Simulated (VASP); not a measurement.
# PtS2 (P-3m1) in VASP: a series of runs

Runs on PtS2. Level: PBE. Tasks: single point.

Everything below comes from runs of VASP 6.6.1. Logs are shortened: lines on timing, memory, paths and dates and some standing lists are left out, and cuts for length are marked.

**1. The cell of the first run**

The structure is trigonal, space group P-3m1 (No. 164). Conventional cell: a = 3.632 Å, b = 3.632 Å, c = 4.787 Å, α = 90.00°, β = 90.00°, γ = 120.00°. Within 3.2 Å of Pt (site symmetry -3m) lie 6 S at 2.41 Å. S (site symmetry 3m) has 3 Pt at 2.41 Å and 6 S at 3.18 Å within 3.2 Å.

**2. Single point, PBE (strain +0.025 along x and y, -0.050 along z)**

INCAR reads:

```
ALGO     = Normal         # electronic algorithm
EDIFF    = 1E-6           # SCF threshold, eV
ENCUT    = 520            # plane-wave cutoff, eV
GGA      = PE             # functional
ISIF     = 2              # what is computed and relaxed
ISMEAR   = 0              # smearing method
LASPH    = T              # aspherical terms in the spheres
LCHARG   = T              # write CHGCAR
LELF     = T              # ELF
LREAL    = F              # projectors in reciprocal space
LVHAR    = T            
LWAVE    = F              # write WAVECAR
NBANDS   = 18             # bands
NELM     = 100            # most SCF steps
PREC     = Accurate       # precision mode
SIGMA    = 0.05           # smearing width, eV
```

KPOINTS reads:

```
k-points
0
Gamma
  12 12 8
```

POSCAR reads:

```
PtS2
1.0
    3.6317794627      0.0000000000      0.0000000000
   -1.8158897313      3.1452132756      0.0000000000
    0.0000000000      0.0000000000      4.7868600000
Pt S
1 2
Direct
    0.0000000000      0.0000000000      0.0000000000
    0.3333333333      0.6666666667      0.2500000000
    0.6666666667      0.3333333333      0.7500000000
```

Potentials or basis: VASP PAW PBE potentials, release 64 (Pt, S).

Launch:

```
> cat potpaw_PBE.64/Pt/POTCAR potpaw_PBE.64/S/POTCAR > POTCAR
> mpirun -np 1 vasp_std > vasp.out
```

OUTCAR:

```text
EDIFF = 1E-6
   ENCUT = 520
   GGA = PE
   ISIF = 2
   ISMEAR = 0
   LASPH = T
   LREAL = F
   NELM = 100
   PREC = Accurate

 ion  position               nearest neighbor table
   1  0.000  0.000  0.000-   2 2.41   3 2.41   2 2.41   3 2.41   3 2.41   2 2.41
   2  0.333  0.667  0.250-   1 2.41   1 2.41   1 2.41
   3  0.667  0.333  0.750-   1 2.41   1 2.41   1 2.41

  LATTYP: Found a hexagonal cell.
 ALAT       =     3.6317794627
 C/A-ratio  =     1.3180480944

  Lattice vectors:

 A1 = (   3.6317794627,   0.0000000000,   0.0000000000)
 A2 = (  -1.8158897313,   3.1452132756,   0.0000000000)
 A3 = (   0.0000000000,   0.0000000000,   4.7868600000)

Analysis of symmetry for initial positions (statically):
=====================================================================
 Subroutine PRICEL returns:
 Original cell was already a primitive cell.

 Routine SETGRP: Setting up the symmetry group for a
 hexagonal supercell.

 Subroutine GETGRP returns: Found 12 space group operations
 (whereof 12 operations were pure point group operations)
 out of a pool of 24 trial point group operations.

The static configuration has the point symmetry D_3d.

Analysis of symmetry for dynamics (positions and initial velocities):
=====================================================================
 Subroutine PRICEL returns:
 Original cell was already a primitive cell.

 Routine SETGRP: Setting up the symmetry group for a
 hexagonal supercell.

 Subroutine GETGRP returns: Found 12 space group operations
 (whereof 12 operations were pure point group operations)
 out of a pool of 24 trial point group operations.

The dynamic configuration has the point symmetry D_3d.

 Subroutine INISYM returns: Found 12 space group operations
 (whereof 12 operations are pure point group operations),
 and found     1 'primitive' translations

----------------------------------------------------------------------------------------

                                     Primitive cell

  volume of cell :      54.6790

  direct lattice vectors                    reciprocal lattice vectors
     3.631779463  0.000000000  0.000000000     0.275347116  0.158971731  0.000000000
    -1.815889731  3.145213276  0.000000000     0.000000000  0.317943463  0.000000000
     0.000000000  0.000000000  4.786860000     0.000000000  0.000000000  0.208905211

  length of vectors
     3.631779463  3.631779463  4.786860000     0.317943463  0.317943463  0.208905211

  position of ions in fractional coordinates (direct lattice)
     0.000000000  0.000000000  0.000000000
     0.333333333  0.666666667  0.250000000
     0.666666667  0.333333333  0.750000000

  ion indices of the primitive-cell ions
   primitive index   ion index
                 1           1
                 2           2
                 3           3

----------------------------------------------------------------------------------------

 KPOINTS: k-points

Automatic generation of k-mesh.
 Grid dimensions read from file:
 generate k-points for:   12   12    8

 Generating k-lattice:

  Cartesian coordinates                     Fractional coordinates (reciprocal lattice)
     0.022945593  0.013247644  0.000000000     0.083333333  0.000000000  0.000000000
     0.000000000  0.026495289  0.000000000     0.000000000  0.083333333  0.000000000
     0.000000000  0.000000000  0.026113151     0.000000000  0.000000000  0.125000000

  Length of vectors
     0.026495289  0.026495289  0.026113151

  Shift w.r.t. Gamma in fractional coordinates (k-lattice)
     0.000000000  0.000000000  0.000000000

 Subroutine IBZKPT returns following result:
 ===========================================

 Found    131 irreducible k-points:

 Following reciprocal coordinates:
            Coordinates               Weight
  0.000000  0.000000  0.000000      1.000000
  0.083333 -0.000000  0.000000      6.000000
  0.166667 -0.000000  0.000000      6.000000
  0.250000 -0.000000  0.000000      6.000000
  0.333333 -0.000000  0.000000      6.000000
  0.416667 -0.000000  0.000000      6.000000
[... 16 lines left out ...]
  0.166667 -0.000000  0.125000      6.000000
  0.000000  0.166667  0.125000      6.000000
 [... further k-points ...]
   k-points           NKPTS =    131   k-points in BZ     NKDIM =    131   number of bands    NBANDS=     18
   number of dos      NEDOS =    301   number of ions     NIONS =      3
   total plane-waves  NPLWV =  28224
   dimension x,y,z NGX =    28 NGY =   28 NGZ =   36
   dimension x,y,z NGXF=    56 NGYF=   56 NGZF=   72
   ions per type =               1   2
   NGX,Y,Z   is equivalent  to a cutoff of  12.82, 12.82, 12.50 a.u.
   NGXF,Y,Z  is equivalent  to a cutoff of  25.63, 25.63, 25.01 a.u.
 SYSTEM =  unknown system
   PREC   = accura    normal or accurate (medium, high low for compatibility)
   ISTART =      0    job   : 0-new  1-cont  2-samecut
   ICHARG =      2    charge: 1-file 2-atom 10-const
   ISPIN  =      1    spin polarized calculation?
   LNONCOLLINEAR =      F non collinear calculations
   LSORBIT =      F    spin-orbit coupling
   LASPH  =      T    aspherical Exc in radial PAW
   ENCUT  =  520.0 eV  38.22 Ry    6.18 a.u.   6.75  6.75  8.90*2*pi/ulx,y,z
   NELM   =    100;   NELMIN=  2; NELMDL= -5     # of ELM steps
   EDIFF  = 0.1E-05   stopping-criterion for ELM
   LREAL  =      F    real-space projection
   EDIFFG = 0.1E-04   stopping-criterion for IOM
   NSW    =      0    number of steps for IOM
   IBRION =     -1    ionic relax: 0-MD 1-quasi-New 2-CG
   NFREE  =      0    steps in history (QN), initial steepest desc. (CG)
   ISIF   =      2    stress and relaxation
   ISYM   =      2    0-nonsym 1-usesym 2-fastsym
   POTIM  = 0.5000    time-step for ionic-motion
   TEBEG  =    0.0;   TEEND  =   0.0 temperature during run
   PSTRESS=    0.0 pullay stress
   NELECT =      22.0000    total number of electrons
   NUPDOWN=      -1.0000    fix difference up-down
   EMIN   =  10.00;   EMAX   =-10.00  energy-range for DOS
   EFERMI =   0.00;   METHOD = LEGACY
   ISMEAR =     0;   SIGMA  =   0.05  broadening in eV -4-tet -1-fermi 0-gaus
   EFERMI_NEDOS =   21; number of points for ismear=-14 and -15
   IALGO  =     38    algorithm
   IMIX   =      4    mixing-type and parameters
     AMIX     =   0.40;   BMIX     =  1.00
     AMIX_MAG =   1.60;   BMIX_MAG =  1.00
[... 16 lines left out ...]

 number of electron      22.0000004 magnetization

 Free energy of the ion-electron system (eV)
  ---------------------------------------------------
  ext. energy  EPLUGINS =         0.00000000
  ---------------------------------------------------
  free energy    TOTEN  =       -15.35990784 eV

  energy without entropy =      -15.35990716  energy(sigma->0) =      -15.35990750

 E-fermi :   7.1992     XC(G=0): -10.7347

 val. band max:        7.0949239993   @ k =   0.0000   0.0000   0.0000
 cond. band min:       7.3218038316   @ k =   0.0000   0.3333   0.2500
 fundamental gap:      0.2268798323
 Fermi energy:         7.1992359217

 k-point     1 :       0.0000    0.0000    0.0000
  band No.  band energies     occupation
      1      -8.3855      2.00000
      2      -5.2732      2.00000
      3      -0.0052      2.00000
      4       0.3335      2.00000
      5       0.3335      2.00000
      6       3.1281      2.00000
[... 10 lines left out ...]
     17      14.6063      0.00000
     18      19.3796      0.00000

 k-point     2 :       0.0833   -0.0000    0.0000
  band No.  band energies     occupation
      1      -8.3031      2.00000
      2      -5.3284      2.00000
      3       0.0855      2.00000
      4       0.3896      2.00000
      5       0.4211      2.00000
      6       3.0046      2.00000
[... 10 lines left out ...]
     17      14.8565      0.00000
     18      18.1073      0.00000

 k-point     3 :       0.1667   -0.0000    0.0000
  band No.  band energies     occupation
      1      -8.0642      2.00000
      2      -5.4762      2.00000
      3       0.3356      2.00000
      4       0.5457      2.00000
      5       0.6750      2.00000
      6       2.5736      2.00000
[... 10 lines left out ...]
     17      15.4687      0.00000
     18      16.7459      0.00000

 k-point     4 :       0.2500   -0.0000    0.0000
  band No.  band energies     occupation
      1      -7.6960      2.00000
      2      -5.6769      2.00000
      3       0.6425      2.00000
      4       0.7612      2.00000
      5       1.0772      2.00000
      6       1.8674      2.00000
[... 10 lines left out ...]
     17      15.6965      0.00000
     18      15.8790      0.00000

 k-point     5 :       0.3333   -0.0000    0.0000
  band No.  band energies     occupation
      1      -7.2490      2.00000
      2      -5.8971      2.00000
      3       0.5398      2.00000
      4       0.9633      2.00000
      5       1.3842      2.00000
      6       1.7867      2.00000
[... 10 lines left out ...]
     17      15.2219      0.00000
     18      15.8844      0.00000

 k-point     6 :       0.4167   -0.0000    0.0000
  band No.  band energies     occupation
      1      -6.7983      2.00000
      2      -6.1329      2.00000
      3       0.0016      2.00000
      4       1.0839      2.00000
      5       1.6379      2.00000
      6       2.4699      2.00000
[... 10 lines left out ...]
     17      15.0269      0.00000
     18      17.0107      0.00000

 k-point     7 :       0.5000   -0.0000    0.0000
  band No.  band energies     occupation
      1      -6.4197      2.00000
      2      -6.4196      2.00000
      3      -0.2318      2.00000
      4       1.1185      2.00000
      5       1.7770      2.00000
      6       2.9610      2.00000
[... 10 lines left out ...]
     17      14.9521      0.00000
     18      18.0889      0.00000

 k-point     8 :       0.0833    0.0833    0.0000
  band No.  band energies     occupation
      1      -8.1424      2.00000
      2      -5.4295      2.00000
      3       0.2547      2.00000
      4       0.5068      2.00000
      5       0.5815      2.00000
      6       2.8297      2.00000
[... 10 lines left out ...]
     17      15.3687      0.00000
     18      17.0040      0.00000
[... 229 lines left out ...]
     17      15.7610      0.00000
     18      17.5081      0.00000

 k-point    20 :       0.0000    0.0000    0.1250
  band No.  band energies     occupation
      1      -8.3237      2.00000
      2      -5.4359      2.00000
      3       0.2157      2.00000
      4       0.3411      2.00000
      5       0.3411      2.00000
      6       3.1206      2.00000
[... 10 lines left out ...]
     17      14.5522      0.00000
     18      18.8306      0.00000

 k-point    21 :       0.0833   -0.0000    0.1250
  band No.  band energies     occupation
      1      -8.2415      2.00000
      2      -5.4811      2.00000
      3       0.1919      2.00000
      4       0.4102      2.00000
      5       0.5133      2.00000
      6       3.0134      2.00000
[... 10 lines left out ...]
     17      14.5680      0.00000
     18      17.5708      0.00000

 k-point    22 :       0.0000    0.0833    0.1250
  band No.  band energies     occupation
      1      -8.2424      2.00000
      2      -5.4771      2.00000
      3       0.1644      2.00000
      4       0.3831      2.00000
      5       0.5595      2.00000
      6       2.9711      2.00000
[... 10 lines left out ...]
     17      15.0399      0.00000
     18      17.5548      0.00000

 k-point    23 :       0.1667   -0.0000    0.1250
  band No.  band energies     occupation
      1      -8.0014      2.00000
      2      -5.6105      2.00000
      3       0.3418      2.00000
      4       0.5788      2.00000
      5       0.8186      2.00000
      6       2.6338      2.00000
[... 10 lines left out ...]
     17      14.9782      0.00000
     18      16.3805      0.00000

 k-point    24 :       0.0000    0.1667    0.1250
  band No.  band energies     occupation
      1      -8.0094      2.00000
      2      -5.5828      2.00000
      3       0.1947      2.00000
      4       0.5218      2.00000
      5       0.9687      2.00000
      6       2.4657      2.00000
[... 10 lines left out ...]
     17      15.9083      0.00000
     18      16.2835      0.00000

 [... further k-points ...]
[... 5 lines left out ...]
  --------------------------------------------------------------------------------------
  -------------------------------------------------------------------------------------
  Total       -0.5220129     -0.5220129      0.5169943     -0.0000000      0.0000000      0.0000000
  in kB      -15.2957760    -15.2957760     15.1487231     -0.0000000      0.0000000      0.0000000
  external PRESSURE =      -5.1476096 kB  Pullay stress =       0.0000000 kB

 VOLUME and BASIS-vectors are now :
 -----------------------------------------------------------------------------
  energy-cutoff  :      520.00
  volume of cell :       54.68
      direct lattice vectors                 reciprocal lattice vectors
     3.631779463  0.000000000  0.000000000     0.275347116  0.158971731  0.000000000
    -1.815889731  3.145213276  0.000000000     0.000000000  0.317943463  0.000000000
     0.000000000  0.000000000  4.786860000     0.000000000  0.000000000  0.208905211

 POSITION                                       TOTAL-FORCE (eV/Angst)
 -----------------------------------------------------------------------------------
      0.00000      0.00000      0.00000        -0.000000      0.000000      0.000000
     -0.00000      2.09681      1.19671         0.000000     -0.000000     -0.176935
      1.81589      1.04840      3.59014        -0.000000      0.000000      0.176935
 -----------------------------------------------------------------------------------
    total drift:                               -0.000000     -0.000000     -0.000000

  FREE ENERGIE OF THE ION-ELECTRON SYSTEM (eV)
  ---------------------------------------------------
  free  energy   TOTEN  =       -15.3599078397 eV

  energy  without entropy=      -15.3599071615  energy(sigma->0) =      -15.35990750
```

Wall time 60 s (1 thread of AMD EPYC 9R45 (Zen 5), shared host); peak memory 0.23 GiB.

What came out:

* Free energy: -15.3599 eV
* Pressure: -0.5 GPa
* Largest force: 0.177 eV/Å
* Band gap on the k mesh: 0.23 eV, indirect (least direct gap 0.69 eV)

Forces on the atoms (eV/Å):
```
Pt   0.000  0.000  0.000
S    0.000  0.000 -0.177
S    0.000  0.000  0.177
```

Caveat: the cell differs from its parent crystal (strain +0.025 along x and y, -0.050 along z); spin-orbit coupling is left out, which moves the levels of the heavy elements. A k mesh can miss the band edges.

**3. Single point, PBE (strain +0.000 along x and y, +0.025 along z)**

INCAR reads:

```
SYSTEM = PtS2
ALGO     = Normal         ! electronic algorithm
EDIFF    = 1E-6           ! SCF threshold, eV
ENCUT    = 520            ! plane-wave cutoff, eV
GGA      = PE             ! functional
ISIF     = 2              ! what is computed and relaxed
ISMEAR   = 0              ! smearing method
LASPH    = .True.         ! aspherical terms in the spheres
LCHARG   = .False.        ! write CHGCAR
LREAL    = .False.        ! projectors in reciprocal space
LWAVE    = .False.        ! write WAVECAR
NBANDS   = 18             ! bands
NELM     = 80             ! most SCF steps
PREC     = Accurate       ! precision mode
SIGMA    = 0.05           ! smearing width, eV
```

KPOINTS reads:

```
k-points
0
Gamma
  12 12 8
  0 0 0
```

POSCAR reads:

```
PtS2
1.0
    3.5431994758      0.0000000000      0.0000000000
   -1.7715997379      3.0685007567      0.0000000000
    0.0000000000      0.0000000000      5.1647700000
Pt S
1 2
Direct
    0.0000000000      0.0000000000      0.0000000000
    0.3333333333      0.6666666667      0.2500000000
    0.6666666667      0.3333333333      0.7500000000
```

Potentials or basis: VASP PAW PBE potentials, release 64 (Pt, S).

Launch:

```
> cat potpaw_PBE.64/Pt/POTCAR potpaw_PBE.64/S/POTCAR > POTCAR
> mpirun -np 1 vasp_std > vasp.out
```

Wall time 68 s (1 thread of AMD EPYC 9R45 (Zen 5), shared host); peak memory 0.24 GiB.

It converged, with:

```
Free energy            : -15.3534 eV
Pressure               : -0.6 GPa
Largest force          : 0.715 eV/Å
Band gap on the k mesh : 0.61 eV, indirect (least direct gap 0.83 eV)
```

Forces in eV/Å, atoms in the order of the input:
```
Pt   0.000  0.000  0.000
S    0.000  0.000 -0.715
S    0.000  0.000  0.715
```

Stress tensor (GPa, compression positive):
```
 0.44  0.00  0.00
 0.00  0.44  0.00
 0.00  0.00 -2.78
```

Levels at points of the mesh, in eV from the valence-band top:
| k point | band 7 | band 8 | band 9 | band 10 | band 11 | band 12 | band 13 | band 14 | band 15 | band 16 |
| --- | --- | --- | --- | --- | --- | --- | --- | --- | --- | --- |
| (0.00, 0.00, 0.00) | -3.59 | -2.17 | -0.96 | -0.96 | 0.00 | 1.84 | 1.84 | 4.76 | 5.20 | 8.19 |
| (0.50, 0.00, 0.00) | -3.34 | -2.93 | -2.85 | -2.85 | -2.36 | 1.36 | 2.38 | 5.37 | 6.37 | 7.95 |
| (0.00, 0.00, 0.50) | -3.61 | -2.75 | -1.26 | -1.25 | -1.25 | 2.43 | 2.43 | 5.64 | 6.91 | 7.88 |
| (0.50, 0.00, 0.50) | -3.15 | -2.86 | -2.51 | -2.45 | -1.47 | 1.47 | 2.13 | 4.84 | 5.37 | 7.37 |

Caveat: the cell differs from its parent crystal (strain +0.000 along x and y, +0.025 along z); spin-orbit coupling is left out, which moves the levels of the heavy elements. A k mesh can miss the band edges.

**4. Single point, PBE (strain +0.025 along x and y, -0.025 along z)**

INCAR reads:

```
SYSTEM = PtS2
ALGO = Normal
EDIFF = 1E-7
ENCUT = 520
GGA = PE
ISIF = 2
ISMEAR = 0
LASPH = .True.
LCHARG = .False.
LREAL = .False.
LWAVE = .False.
NBANDS = 18
NELM = 100
PREC = Accurate
SIGMA = 0.05
```

KPOINTS is that of step 3.

POSCAR reads:

```
PtS2
1.0
    3.6317794627      0.0000000000      0.0000000000
   -1.8158897313      3.1452132756      0.0000000000
    0.0000000000      0.0000000000      4.9128300000
Pt S
1 2
Direct
    0.0000000000      0.0000000000      0.0000000000
    0.3333333333      0.6666666667      0.2500000000
    0.6666666667      0.3333333333      0.7500000000
```

Launch:

```
> cat potpaw_PBE.64/Pt/POTCAR potpaw_PBE.64/S/POTCAR > POTCAR
> mpirun -np 1 vasp_std > vasp.out
```

Wall time 1.8 min (1 thread of AMD EPYC 9R45 (Zen 5), shared host); peak memory 0.24 GiB.

It converged, with:

```yaml
Free_energy: -15.3613 eV
Pressure: -2.9 GPa
Largest_force: 0.508 eV/Å
Band_gap_on_the_k_mesh: 0.32 eV, indirect (least direct gap 0.69 eV)
```

Forces in eV/Å, atoms in the order of the input:
```
Pt   0.000  0.000  0.000
S    0.000  0.000 -0.508
S    0.000  0.000  0.508
```

Stress tensor (GPa, compression positive):
```
-3.67  0.00  0.00
 0.00 -3.67  0.00
 0.00  0.00 -1.32
```

Levels at points of the mesh, in eV from the valence-band top:
| k point | band 7 | band 8 | band 9 | band 10 | band 11 | band 12 | band 13 | band 14 | band 15 | band 16 |
| --- | --- | --- | --- | --- | --- | --- | --- | --- | --- | --- |
| (0.00, 0.00, 0.00) | -3.79 | -2.18 | -1.33 | -1.33 | 0.00 | 1.48 | 1.48 | 4.20 | 4.78 | 7.68 |
| (0.50, 0.00, 0.00) | -3.48 | -3.47 | -3.19 | -3.11 | -2.65 | 0.98 | 2.20 | 5.13 | 6.35 | 7.69 |
| (0.00, 0.00, 0.50) | -3.82 | -2.83 | -1.69 | -1.69 | -1.40 | 2.21 | 2.21 | 5.40 | 6.53 | 7.22 |
| (0.50, 0.00, 0.50) | -3.24 | -3.21 | -2.88 | -2.87 | -1.44 | 1.12 | 1.65 | 4.88 | 5.23 | 7.70 |

Caveat: the cell differs from its parent crystal (strain +0.025 along x and y, -0.025 along z); spin-orbit coupling is left out, which moves the levels of the heavy elements.

**5. Overview**

```tsv
cell	gap on the mesh (eV)	pressure (GPa)	largest force (eV/Å)
a = 3.632, b = 3.632, c = 4.787 Å, angles 90.0, 90.0, 120.0°, 3 atoms	0.23	-0.5	0.18
a = 3.543, b = 3.543, c = 5.165 Å, angles 90.0, 90.0, 120.0°, 3 atoms	0.61	-0.6	0.71
a = 3.632, b = 3.632, c = 4.913 Å, angles 90.0, 90.0, 120.0°, 3 atoms	0.32	-2.9	0.51
```

Alike in all rows: task single point; level PBE; potentials or basis VASP PAW PBE potentials, release 64 (Pt, S); no spin polarisation; k mesh 12 × 12 × 8; cutoff (eV) 520; smearing gaussian 0.05 eV.

Caveats: spin-orbit coupling is left out, which moves the levels of the heavy elements.

Absolute energies hang on the potentials; compare differences alone.
